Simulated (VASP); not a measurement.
Wanted: the native input for a VASP 6.6.1 run.

| Property | Result |
| --- | --- |
| Task | single point |
| Functional | PBE |
| Potentials or basis | VASP PAW PBE potentials, release 64 (Mg, Zn, S) |
| Cutoff | 520 eV |
| k mesh | 12 × 12 × 2 |
| Occupations | gaussian, width 0.01 eV |
| Spin | no spin polarisation |
| Dipole correction | no |
| Further INCAR settings | ALGO = Normal; EDIFF = 1e-06; NBANDS = 61 |

The structure of MgZn5S6 lies in POSCAR:

```
MgZn5S6
1.0
    3.8766974555     -0.0000000289      0.0000000000
   -1.9383487027      3.3573184937      0.0000000000
    0.0000000000      0.0000000000     19.0325416519
Mg Zn S
1 5 6
Direct
    0.3333333333      0.6666666667      0.1665423423
    0.0000000000      0.0000000000      0.9959120822
    0.0000000000      0.0000000000      0.5021381932
    0.6666666667      0.3333333333      0.6668252507
    0.6666666667      0.3333333333      0.3376720478
    0.3333333333      0.6666666667      0.8312208966
    0.0000000000      0.0000000000      0.1196476088
    0.0000000000      0.0000000000      0.6262942923
    0.3333333333      0.6666666667      0.2964508132
    0.6666666667      0.3333333333      0.7907256332
    0.6666666667      0.3333333333      0.4614329359
    0.3333333333      0.6666666667      0.9551369037
```

One way to write it, as run:

INCAR

```
SYSTEM = MgZn5S6
PREC     = Accurate       ! precision mode
ENCUT    = 520            ! plane-wave cutoff, eV
EDIFF    = 1E-6           ! SCF threshold, eV
ISMEAR   = 0              ! smearing method
SIGMA    = 0.01           ! smearing width, eV
LREAL    = .False.        ! projectors in reciprocal space
LASPH    = .True.         ! aspherical terms in the spheres
NELM     = 80             ! most SCF steps
ALGO     = Normal         ! electronic algorithm
ISIF     = 2              ! what is computed and relaxed
LWAVE    = .False.        ! write WAVECAR
LCHARG   = .False.        ! write CHGCAR
GGA      = PE             ! functional
NBANDS   = 61             ! bands
```

KPOINTS

```
regular mesh
0
Gamma
  12 12 2
  0 0 0
```

Potentials or basis: VASP PAW PBE potentials, release 64 (Mg, Zn, S).

Run with:

```console
$ cat potpaw_PBE.64/Mg/POTCAR potpaw_PBE.64/Zn/POTCAR potpaw_PBE.64/S/POTCAR > POTCAR
$ mpirun -np 1 vasp_std > vasp.out
```

Results of the run:

```
Pressure               : 0.1 GPa
Largest force          : 0.023 eV/Å
Band gap on the k mesh : 2.11 eV
```

It took 8.9 min on 1 thread of Intel(R) Xeon(R) Platinum 8488C (Sapphire Rapids), on a shared host, peak memory 0.64 GiB.
